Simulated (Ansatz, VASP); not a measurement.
## TaF3 in VASP and in Ansatz

Contents of INCAR:

```
PREC     = Accurate       # precision mode
ENCUT    = 520            # plane-wave cutoff, eV
EDIFF    = 1E-7           # SCF threshold, eV
ISMEAR   = 0              # smearing method
SIGMA    = 0.15           # smearing width, eV
LREAL    = F              # projectors in reciprocal space
LASPH    = T              # aspherical terms in the spheres
NELM     = 60             # most SCF steps
ALGO     = Normal         # electronic algorithm
ISIF     = 2              # what is computed and relaxed
LWAVE    = F              # write WAVECAR
LCHARG   = T              # write CHGCAR
GGA      = PE             # functional
LELF     = T              # ELF
LVHAR    = T            
NBANDS   = 24             # bands
```

File KPOINTS:

```
Automatic mesh
0
Gamma
  12 12 12
```

Contents of POSCAR:

```
TaF3
1.0
    3.8426820000      0.0000000000      0.0000000000
    0.0000000000      3.8426820000      0.0000000000
    0.0000000000      0.0000000000      3.9012000000
Ta F
1 3
Direct
    0.0000000000      0.0000000000      0.0000000000
    0.5000000000      0.0000000000      0.0000000000
    0.0000000000      0.5000000000      0.0000000000
    0.0000000000      0.0000000000      0.5000000000
```

Input for Ansatz:

```yaml
crystal:
  lattice:
    - [3.842682, 0.0, 0.0]
    - [0.0, 3.842682, 0.0]
    - [0.0, 0.0, 3.9012]
  atoms:
    - { symbol: Ta, position: [0.0, 0.0, 0.0] }
    - { symbol: F, position: [0.5, 0.0, 0.0] }
    - { symbol: F, position: [0.0, 0.5, 0.0] }
    - { symbol: F, position: [0.0, 0.0, 0.5] }
basis:
  ecutwfc: 420
kpoints:
  mp_grid: { grid: [12, 12, 12] }
hamiltonian:
  xc: pbe
scf:
  occupations: { method: gaussian, width: 0.15 }
output:
  forces: true
  stress: true
  eigenvalues: true
```

Change from the starting cell: strain -0.015 along x and y, +0.000 along z, atoms carried along.

Alike in both runs: task single point; functional PBE; k mesh 12 × 12 × 12; occupations gaussian, width 0.15 eV; no spin polarisation.

```csv
,VASP,Ansatz
version,VASP 6.6.1,Ansatz 0.2.0
potentials or method,"VASP PAW PBE potentials, release 64 (Ta_pv, F), cutoff 520 eV","scalar-relativistic, plane waves, PAW"
valence electrons in the cell,32,34
```

```csv
,VASP,Ansatz,Ansatz less VASP
gap on the k mesh at the Fermi level (eV),none,none,-
pressure (GPa),33.0,32.3,-0.61
"traceless stress, the component that is largest in VASP (GPa)",-4.87,-4.77,+0.103
```

A gap of «none» marks a metal or a gap that the smearing closes. Both programs put the cell under a high pressure, so it lies far from rest at this level. VASP's potentials hold 32 valence electrons a cell and Ansatz's 34, so a difference there can come from the potentials and not from the codes.

Spin-orbit coupling is off throughout.
